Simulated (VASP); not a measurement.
# CdF2 (Fm-3m) in VASP: a series of runs

CdF2 is run at these levels: PBE, BLYP; tasks: single point.

Everything below comes from runs of VASP 6.6.1. Logs are shortened: lines on timing, memory, paths and dates and some standing lists are left out, and cuts for length are marked.

## Step 1: The cell of the first run

It takes space group Fm-3m (No. 225, cubic). The conventional cell has a = 5.388 Å, b = 5.388 Å, c = 5.388 Å, α = 90.00°, β = 90.00°, γ = 90.00°. Within 3.1 Å of Cd (site symmetry m-3m) lie 8 F at 2.33 Å. Within 3.1 Å of F (site symmetry -43m) lie 4 Cd at 2.33 Å and 6 F at 2.69 Å.

## Step 2: Single point, PBE

Input file INCAR:

```
  PREC = Accurate
  ENCUT = 520
  EDIFF = 1E-6
  ISMEAR = 0
  SIGMA = 0.012
  LREAL = False
  LASPH = True
  NELM = 80
  ALGO = Normal
  ISIF = 2
  LWAVE = False
  LCHARG = False
  GGA = PE
  NBANDS = 20
```

Input file KPOINTS:

```
Automatic mesh
0
Gamma
  9 9 9
```

Input file POSCAR:

```
CdF2
1.0
    0.0000000000      2.6940000000      2.6940000000
    2.6940000000      0.0000000000      2.6940000000
    2.6940000000      2.6940000000      0.0000000000
Cd F
1 2
Direct
    0.0000000000      0.0000000000      0.0000000000
    0.7500000000      0.7500000000      0.7500000000
    0.2500000000      0.2500000000      0.2500000000
```

Potentials or basis: VASP PAW PBE potentials, release 64 (Cd, F).

Run with:

```console
$ cat potpaw_PBE.64/Cd/POTCAR potpaw_PBE.64/F/POTCAR > POTCAR
$ mpirun -np 1 vasp_std > vasp.out
```

OUTCAR:

```text
PREC = Accurate
   ENCUT = 520
   EDIFF = 1E-6
   ISMEAR = 0
   LREAL = False
   LASPH = True
   NELM = 80
   ISIF = 2
   GGA = PE

 ion  position               nearest neighbor table
   1  0.000  0.000  0.000-   2 2.33   2 2.33   2 2.33   2 2.33   3 2.33   3 2.33   3 2.33   3 2.33

   2  0.750  0.750  0.750-   1 2.33   1 2.33   1 2.33   1 2.33
   3  0.250  0.250  0.250-   1 2.33   1 2.33   1 2.33   1 2.33

  LATTYP: Found a face centered cubic cell.
 ALAT       =     5.3880000000

  Lattice vectors:

 A1 = (   0.0000000000,   2.6940000000,   2.6940000000)
 A2 = (   2.6940000000,   0.0000000000,   2.6940000000)
 A3 = (   2.6940000000,   2.6940000000,   0.0000000000)

Analysis of symmetry for initial positions (statically):
=====================================================================
 Subroutine PRICEL returns:
 Original cell was already a primitive cell.

 Routine SETGRP: Setting up the symmetry group for a
 face centered cubic supercell.

 Subroutine GETGRP returns: Found 48 space group operations
[... 9 lines left out ...]

 Routine SETGRP: Setting up the symmetry group for a
 face centered cubic supercell.

 Subroutine GETGRP returns: Found 48 space group operations
[... 11 lines left out ...]
                                     Primitive cell

  volume of cell :      39.1041

  direct lattice vectors                    reciprocal lattice vectors
     0.000000000  2.694000000  2.694000000    -0.185597624  0.185597624  0.185597624
     2.694000000  0.000000000  2.694000000     0.185597624 -0.185597624  0.185597624
     2.694000000  2.694000000  0.000000000     0.185597624  0.185597624 -0.185597624

  length of vectors
     3.809891337  3.809891337  3.809891337     0.321464515  0.321464515  0.321464515

  position of ions in fractional coordinates (direct lattice)
     0.000000000  0.000000000  0.000000000
     0.750000000  0.750000000  0.750000000
     0.250000000  0.250000000  0.250000000

  ion indices of the primitive-cell ions
   primitive index   ion index
                 1           1
                 2           2
                 3           3

----------------------------------------------------------------------------------------

 KPOINTS: Automatic mesh

Automatic generation of k-mesh.
 Grid dimensions read from file:
 generate k-points for:    9    9    9

 Generating k-lattice:

  Cartesian coordinates                     Fractional coordinates (reciprocal lattice)
    -0.020621958  0.020621958  0.020621958     0.111111111  0.000000000  0.000000000
     0.020621958 -0.020621958  0.020621958     0.000000000  0.111111111  0.000000000
     0.020621958  0.020621958 -0.020621958     0.000000000  0.000000000  0.111111111

  Length of vectors
     0.035718279  0.035718279  0.035718279

  Shift w.r.t. Gamma in fractional coordinates (k-lattice)
     0.000000000  0.000000000  0.000000000

 Subroutine IBZKPT returns following result:
 ===========================================

 Found     35 irreducible k-points:

 Following reciprocal coordinates:
            Coordinates               Weight
  0.000000  0.000000  0.000000      1.000000
  0.111111  0.000000  0.000000      8.000000
  0.222222  0.000000  0.000000      8.000000
  0.333333  0.000000  0.000000      8.000000
  0.444444  0.000000  0.000000      8.000000
  0.111111  0.111111  0.000000      6.000000
[... 16 lines left out ...]
 -0.333333  0.333333  0.000000     12.000000
  0.444444  0.444444  0.000000      6.000000
 [... further k-points ...]
   k-points           NKPTS =     35   k-points in BZ     NKDIM =     35   number of bands    NBANDS=     20
   number of dos      NEDOS =    301   number of ions     NIONS =      3
   total plane-waves  NPLWV =  21952
   dimension x,y,z NGX =    28 NGY =   28 NGZ =   28
   dimension x,y,z NGXF=    56 NGYF=   56 NGZF=   56
   ions per type =               1   2
   NGX,Y,Z   is equivalent  to a cutoff of  12.22, 12.22, 12.22 a.u.
   NGXF,Y,Z  is equivalent  to a cutoff of  24.44, 24.44, 24.44 a.u.
 SYSTEM =  unknown system
   PREC   = accura    normal or accurate (medium, high low for compatibility)
   ISTART =      0    job   : 0-new  1-cont  2-samecut
   ICHARG =      2    charge: 1-file 2-atom 10-const
   ISPIN  =      1    spin polarized calculation?
   LNONCOLLINEAR =      F non collinear calculations
   LSORBIT =      F    spin-orbit coupling
   LASPH  =      T    aspherical Exc in radial PAW
   ENCUT  =  520.0 eV  38.22 Ry    6.18 a.u.   7.08  7.08  7.08*2*pi/ulx,y,z
   NELM   =     80;   NELMIN=  2; NELMDL= -5     # of ELM steps
   EDIFF  = 0.1E-05   stopping-criterion for ELM
   LREAL  =      F    real-space projection
   EDIFFG = 0.1E-04   stopping-criterion for IOM
   NSW    =      0    number of steps for IOM
   IBRION =     -1    ionic relax: 0-MD 1-quasi-New 2-CG
   NFREE  =      0    steps in history (QN), initial steepest desc. (CG)
   ISIF   =      2    stress and relaxation
   ISYM   =      2    0-nonsym 1-usesym 2-fastsym
   POTIM  = 0.5000    time-step for ionic-motion
   TEBEG  =    0.0;   TEEND  =   0.0 temperature during run
   PSTRESS=    0.0 pullay stress
   NELECT =      26.0000    total number of electrons
   NUPDOWN=      -1.0000    fix difference up-down
   EMIN   =  10.00;   EMAX   =-10.00  energy-range for DOS
   EFERMI =   0.00;   METHOD = LEGACY
   ISMEAR =     0;   SIGMA  =   0.01  broadening in eV -4-tet -1-fermi 0-gaus
   EFERMI_NEDOS =   21; number of points for ismear=-14 and -15
   IALGO  =     38    algorithm
   IMIX   =      4    mixing-type and parameters
     AMIX     =   0.40;   BMIX     =  1.00
     AMIX_MAG =   1.60;   BMIX_MAG =  1.00
  volume/ion in A,a.u.               =      13.03        87.96
  Fermi-wavevector in a.u.,A,eV,Ry     =   1.428867  2.700166 27.778468  2.041660
  Thomas-Fermi vector in A             =   2.548882
   LORBIT       =      0    0 simple, 1 ext, 2 COOP (PROOUT), +10 PAW based schemes
   GGA     = PE    functional components
   LHFCALC =     F    Hartree Fock is set to
   AEXX    =    0.0000 exact exchange contribution
   IVDW    =     0    specifies the selected vdW correction
   LEPSILON=     F    determine dielectric tensor
   LRPA    =     F    only Hartree local field effects (RPA)
 non-spin polarized calculation
 Gauss-broadening in eV      SIGMA  =   0.01
  energy-cutoff  :      520.00
  volume of cell :       39.10
 maximum number of plane-waves:      1067
   NGX = 15   NGY = 15   NGZ = 15

 number of electron      25.9999990 magnetization

 Free energy of the ion-electron system (eV)
  ---------------------------------------------------
  ext. energy  EPLUGINS =         0.00000000
  ---------------------------------------------------
  free energy    TOTEN  =       -10.85931704 eV

  energy without entropy =      -10.85931704  energy(sigma->0) =      -10.85931704

 E-fermi :  -1.2857     XC(G=0): -10.4121

 val. band max:       -1.3402559582   @ k =  -0.3333   0.4444   0.2222
 cond. band min:       1.7564545245   @ k =   0.0000   0.0000   0.0000
 fundamental gap:      3.0967104827
 Fermi energy:        -1.2857497236

 k-point     1 :       0.0000    0.0000    0.0000
  band No.  band energies     occupation
      1     -22.1168      2.00000
      2     -21.0120      2.00000
      3      -6.9269      2.00000
      4      -6.9269      2.00000
      5      -6.9269      2.00000
      6      -5.7193      2.00000
[... 12 lines left out ...]
     19      18.5864      0.00000
     20      18.5864      0.00000

 k-point     2 :       0.1111    0.0000    0.0000
  band No.  band energies     occupation
      1     -22.0768      2.00000
      2     -21.0464      2.00000
      3      -6.8797      2.00000
      4      -6.8797      2.00000
      5      -6.7952      2.00000
      6      -5.7340      2.00000
[... 12 lines left out ...]
     19      18.2583      0.00000
     20      18.2583      0.00000

 k-point     3 :       0.2222    0.0000    0.0000
  band No.  band energies     occupation
      1     -21.9680      2.00000
      2     -21.1437      2.00000
      3      -6.7640      2.00000
      4      -6.7640      2.00000
      5      -6.4327      2.00000
      6      -5.7528      2.00000
[... 12 lines left out ...]
     19      17.6597      0.00000
     20      18.2219      0.00000

 k-point     4 :       0.3333    0.0000    0.0000
  band No.  band energies     occupation
      1     -21.8118      2.00000
      2     -21.2844      2.00000
      3      -6.6494      2.00000
      4      -6.6494      2.00000
      5      -5.9401      2.00000
      6      -5.7245      2.00000
[... 12 lines left out ...]
     19      17.1721      0.00000
     20      18.0078      0.00000

 k-point     5 :       0.4444    0.0000    0.0000
  band No.  band energies     occupation
      1     -21.6386      2.00000
      2     -21.4451      2.00000
      3      -6.5932      2.00000
      4      -6.5932      2.00000
      5      -5.6609      2.00000
      6      -5.6609      2.00000
[... 12 lines left out ...]
     19      16.9092      0.00000
     20      17.5234      0.00000
[... 353 lines left out ...]
      6      -5.6296      2.00000
[... 12 lines left out ...]
     19      18.9031      0.00000
     20      19.6504      0.00000

 k-point    22 :      -0.4444    0.3333    0.0000
  band No.  band energies     occupation
      1     -21.6015      2.00000
      2     -21.4414      2.00000
      3      -6.5146      2.00000
      4      -6.1311      2.00000
      5      -5.9044      2.00000
      6      -5.7167      2.00000
[... 12 lines left out ...]
     19      19.3265      0.00000
     20      19.5170      0.00000

 k-point    23 :      -0.3333    0.3333    0.0000
  band No.  band energies     occupation
      1     -21.5347      2.00000
      2     -21.5149      2.00000
      3      -6.4659      2.00000
      4      -6.1837      2.00000
      5      -5.8431      2.00000
      6      -5.7197      2.00000
[... 12 lines left out ...]
     19      18.1552      0.00000
     20      20.4498      0.00000

 k-point    24 :       0.4444    0.4444    0.0000
  band No.  band energies     occupation
      1     -21.6636      2.00000
      2     -21.3739      2.00000
      3      -6.6701      2.00000
      4      -6.0267      2.00000
      5      -6.0267      2.00000
      6      -5.6071      2.00000
[... 12 lines left out ...]
     19      18.2491      0.00000
     20      20.0472      0.00000

 [... further k-points ...]
[... 5 lines left out ...]
  --------------------------------------------------------------------------------------
  -------------------------------------------------------------------------------------
  Total        1.5142990      1.5142990      1.5142990     -0.0000000      0.0000000      0.0000000
  in kB       62.0439497     62.0439497     62.0439497     -0.0000000      0.0000000      0.0000000
  external PRESSURE =      62.0439497 kB  Pullay stress =       0.0000000 kB

 VOLUME and BASIS-vectors are now :
 -----------------------------------------------------------------------------
  energy-cutoff  :      520.00
  volume of cell :       39.10
      direct lattice vectors                 reciprocal lattice vectors
     0.000000000  2.694000000  2.694000000    -0.185597624  0.185597624  0.185597624
     2.694000000  0.000000000  2.694000000     0.185597624 -0.185597624  0.185597624
     2.694000000  2.694000000  0.000000000     0.185597624  0.185597624 -0.185597624

 POSITION                                       TOTAL-FORCE (eV/Angst)
 -----------------------------------------------------------------------------------
      0.00000      0.00000      0.00000         0.000000      0.000000      0.000000
      4.04100      4.04100      4.04100        -0.000000     -0.000000     -0.000000
      1.34700      1.34700      1.34700         0.000000      0.000000      0.000000
 -----------------------------------------------------------------------------------
    total drift:                                0.000000      0.000000      0.000000

  FREE ENERGIE OF THE ION-ELECTRON SYSTEM (eV)
  ---------------------------------------------------
  free  energy   TOTEN  =       -10.8593170430 eV

  energy  without entropy=      -10.8593170430  energy(sigma->0) =      -10.85931704
```

Wall time 12 s (1 thread of Intel Xeon 6975P-C (Granite Rapids), shared host); peak memory 0.16 GiB.

What came out:

```yaml
Free_energy: -10.8593 eV
Pressure: 6.2 GPa
Band_gap_on_the_k_mesh: 3.10 eV, indirect (least direct gap 3.57 eV)
```

Levels at points of the mesh, in eV from the valence-band top:
| k point | band 10 | band 11 | band 12 | band 13 | band 14 | band 15 | band 16 | band 17 |
| --- | --- | --- | --- | --- | --- | --- | --- | --- |
| (0.00, 0.00, 0.00) | -0.94 | -0.47 | -0.47 | -0.47 | 3.10 | 12.73 | 12.73 | 12.73 |

[end of part 1 of 3]
